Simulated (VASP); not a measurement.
A run of VASP 6.6.1:

Contents of INCAR:

```
SYSTEM = Ge
  PREC = Accurate
  ENCUT = 500
  EDIFF = 1E-6
  ISMEAR = 0
  SIGMA = 0.1
  LREAL = .FALSE.
  LASPH = .TRUE.
  NELM = 120
  ALGO = Normal
  ISIF = 2
  LWAVE = .FALSE.
  LCHARG = .FALSE.
  GGA = PE
  IVDW = 12
  NBANDS = 13
  GGA_COMPAT = .FALSE.
```

KPOINTS

```
Automatic mesh
0
G
  8 8 8
  0 0 0
```

Contents of POSCAR:

```
Ge
1.0
    0.0000000000      2.0983605250      2.0983605250
    2.0983605250      0.0000000000      2.0983605250
    2.0983605250      2.0983605250      0.0000000000
Ge
1
Direct
    0.0000000000      0.0000000000      0.0000000000
```

Potentials or basis: VASP PAW PBE potentials, release 64 (Ge_d).

Command:

```bash
$ cat potpaw_PBE.64/Ge_d/POTCAR > POTCAR
$ mpirun -np 1 vasp_std > vasp.out
```

Hardware: 1 thread of Intel(R) Xeon(R) 6975P-C (Granite Rapids), with other jobs on the host.

Task: How long does it take, and how much memory?

Result: It took 3.4 s on 1 thread of Intel(R) Xeon(R) 6975P-C (Granite Rapids), on a shared host, peak memory 0.14 GiB. Counts: scf iterations 10, k points 29.
